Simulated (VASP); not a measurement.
Set up this calculation in VASP 6.6.1, as the native input.

| Property | Result |
| --- | --- |
| Task | single point |
| Functional | PBE |
| Potentials or basis | VASP PAW PBE potentials, release 64 (K_sv) |
| Cutoff | 520 eV |
| k mesh | 8 × 8 × 8 |
| Occupations | fermi-dirac, width 0.1 eV |
| Spin | no spin polarisation |
| Dipole correction | no |
| Further INCAR settings | ALGO = Normal; EDIFF = 1e-06; NBANDS = 16 |

The structure of K lies in POSCAR:

```
K
1.0
    0.0000000000      3.6825411822      3.6825411822
    3.6825411822      0.0000000000      3.6825411822
    3.6825411822      3.6825411822      0.0000000000
K
2
Direct
   -0.1250000000     -0.1250000000     -0.1250000000
    0.1250000000      0.1250000000      0.1250000000
```

This isn't the form of K at room conditions, which is bcc.

These files were run (other wordings do the same):

INCAR

```
PREC     = Accurate       # precision mode
ENCUT    = 520            # plane-wave cutoff, eV
EDIFF    = 1E-6           # SCF threshold, eV
ISMEAR   = -1             # smearing method
SIGMA    = 0.1            # smearing width, eV
LREAL    = False          # projectors in reciprocal space
LASPH    = True           # aspherical terms in the spheres
NELM     = 60             # most SCF steps
ALGO     = Normal         # electronic algorithm
ISIF     = 2              # what is computed and relaxed
LWAVE    = False          # write WAVECAR
LCHARG   = False          # write CHGCAR
GGA      = PE             # functional
NBANDS   = 16             # bands
```

KPOINTS

```
Automatic mesh
0
Gamma
  8 8 8
```

Potentials or basis: VASP PAW PBE potentials, release 64 (K_sv).

Command:

```bash
$ cat potpaw_PBE.64/K_sv/POTCAR > POTCAR
$ mpirun -np 1 vasp_std > vasp.out
```

It gave:

```yaml
Pressure: 3.5 GPa
Band_gap_on_the_k_mesh: zero (bands 9 and 10 overlap by 0.61 eV)
```

Caveat: the cell stands under pressure.

Run time: 58 s on 1 thread of Intel(R) Xeon(R) 6975P-C (Granite Rapids), with other jobs on the host, peak memory 0.24 GiB.
